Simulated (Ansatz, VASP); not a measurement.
**One calculation of CdS, two programs**

```
CELL_PARAMETERS angstrom
0.00000 2.55359 2.55359
2.55359 0.00000 2.55359
2.55359 2.55359 0.00000
ATOMIC_POSITIONS crystal
Cd 0.00000 0.00000 0.00000
S 0.25000 0.25000 0.25000
```

Change from the starting cell: volume scaled by 0.64, norm-conserving files.

Alike in both runs: task single point; functional PBE; k mesh 13 × 13 × 13; occupations fermi-dirac, width 0.05 eV; no spin polarisation.

|  | VASP | Ansatz |
| --- | --- | --- |
| version | VASP 6.6.1 | Ansatz 0.2.0 |
| potentials or method | VASP PAW PBE potentials, release 64 (Cd, S) | norm-conserving pseudopotentials, scalar-relativistic |
| plane-wave cutoff (eV) | 520 | 1071 |
| valence electrons in the cell | 18 | 26 |

Ansatz gave:

```
pressure (GPa) : 66.0
```

Question: Estimate VASP's values.

Answer: Pressure (GPa): 68.0.

Both programs put the cell under a high pressure, so it lies far from rest at this level. VASP's potentials hold 18 valence electrons a cell and Ansatz's 26, so a difference there can come from the potentials and not from the codes.

Noted on VASP's run: the cell as given lies far from equilibrium.
